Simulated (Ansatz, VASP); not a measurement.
# SiMo3: VASP beside Ansatz

The input INCAR:

```
SYSTEM = SiMo3
  ALGO = Normal
  EDIFF = 1E-7
  EDIFFG = -0.08
  ENCUT = 500
  GGA = PE
  GGA_COMPAT = .FALSE.
  IBRION = 2
  ISIF = 3
  ISMEAR = 0
  LASPH = .TRUE.
  LCHARG = .FALSE.
  LREAL = .FALSE.
  LWAVE = .FALSE.
  NELM = 120
  NELMIN = 4
  NSW = 36
  PREC = Accurate
  SIGMA = 0.2
```

File KPOINTS:

```
k-points
0
G
  5 5 5
  0 0 0
```

Contents of POSCAR:

```
SiMo3
1.0
    3.8890873000      0.0000000000      0.0000000000
    0.0000000000      3.8890873000      0.0000000000
    0.0000000000      0.0000000000      3.9650000000
Si Mo
1 3
Direct
    0.5000000000      0.5000000000      0.5000000000
    0.5000000000      0.0000000000      0.0000000000
    0.0000000000      0.5000000000      0.0000000000
    0.0000000000      0.0000000000      0.5000000000
```

Input for Ansatz:

```yaml
crystal:
  lattice:
    - [3.8890873, 0.0, 0.0]
    - [0.0, 3.8890873, 0.0]
    - [0.0, 0.0, 3.965]
  atoms:
    - { symbol: Si, position: [0.5, 0.5, 0.5] }
    - { symbol: Mo, position: [0.5, 0.0, 0.0] }
    - { symbol: Mo, position: [0.0, 0.5, 0.0] }
    - { symbol: Mo, position: [0.0, 0.0, 0.5] }
basis:
  ecutwfc: 420
kpoints:
  mp_grid: { grid: [5, 5, 5] }
hamiltonian:
  xc: pbe
scf:
  occupations: { method: gaussian, width: 0.2 }
  lower_state_search: "off"
output:
  forces: true
  stress: true
  eigenvalues: true
relax:
  adjacent_minimum: "off"
  f_tol: 0.08
  max_steps: 16
  cell: { stress_tol: 0.8 }
```

Alike in both runs: task relaxation of cell and atoms; functional PBE; k mesh 5 × 5 × 5; occupations gaussian, width 0.2 eV; no spin polarisation.

|  | VASP | Ansatz |
| --- | --- | --- |
| version | VASP 6.6.1 | Ansatz 0.2.0 |
| potentials or method | VASP PAW PBE potentials, release 64 (Si, Mo_sv), cutoff 500 eV | scalar-relativistic, plane waves, PAW |
| valence electrons in the cell | 46 | 46 |

|  | VASP | Ansatz | Ansatz less VASP |
| --- | --- | --- | --- |
| gap on the k mesh at the Fermi level, each at its own relaxed structure (eV) | none | none | - |
| relaxed volume (Å³/atom) | 14.99 | 14.99 | 0.000 |
| relaxed cell length with the largest relative difference (Å) | 3.889 | 3.889 | 0.0000 |

A gap of «none» marks a metal or a gap that the smearing closes.

Noted on VASP's run: the relaxation stopped at its first step, so nothing moved.
